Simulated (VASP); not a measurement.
Set up this calculation in VASP 6.6.1, as the native input.

```yaml
Task: single point
Functional: PBE
Potentials_or_basis: VASP PAW PBE potentials, release 64 (Ba_sv, Te)
Cutoff: 520 eV
k_mesh: 6 × 6 × 6
Occupations: gaussian, width 0.01 eV
Spin: no spin polarisation
Dipole_correction: no
Further_INCAR_settings: ALGO = Normal; EDIFF = 1e-06; NBANDS = 15
```

The structure of BaTe lies in POSCAR:

```
BaTe
1.0
    0.0000000000      3.8342554644      3.8342554644
    3.8342554644      0.0000000000      3.8342554644
    3.8342554644      3.8342554644      0.0000000000
Ba Te
1 1
Direct
    0.0000000000      0.0000000000      0.0000000000
    0.2500000000      0.2500000000      0.2500000000
```

These files were run (other wordings do the same):

INCAR

```
SYSTEM = BaTe
  PREC = Accurate
  ENCUT = 520
  EDIFF = 1E-6
  ISMEAR = 0
  SIGMA = 0.01
  LREAL = .FALSE.
  LASPH = .TRUE.
  NELM = 60
  ALGO = Normal
  ISIF = 2
  LWAVE = .FALSE.
  LCHARG = .FALSE.
  GGA = PE
  NBANDS = 15
```

KPOINTS

```
Automatic mesh
0
G
  6 6 6
  0 0 0
```

Potentials or basis: VASP PAW PBE potentials, release 64 (Ba_sv, Te).

Launch:

```console
$ cat potpaw_PBE.64/Ba_sv/POTCAR potpaw_PBE.64/Te/POTCAR > POTCAR
$ mpirun -np 1 vasp_std > vasp.out
```

It gave:

```json
{
 "Pressure": "1.6 GPa",
 "Band gap on the k mesh": "2.66 eV (least direct gap 2.89 eV)"
}
```

Caveat: the structure was generated, so it needn't be the stable form of BaTe; spin-orbit coupling is left out, which moves the levels of the heavy elements.

Wall time 45 s on 1 thread of Intel Xeon 8259CL, on a shared host, peak memory 0.25 GiB.
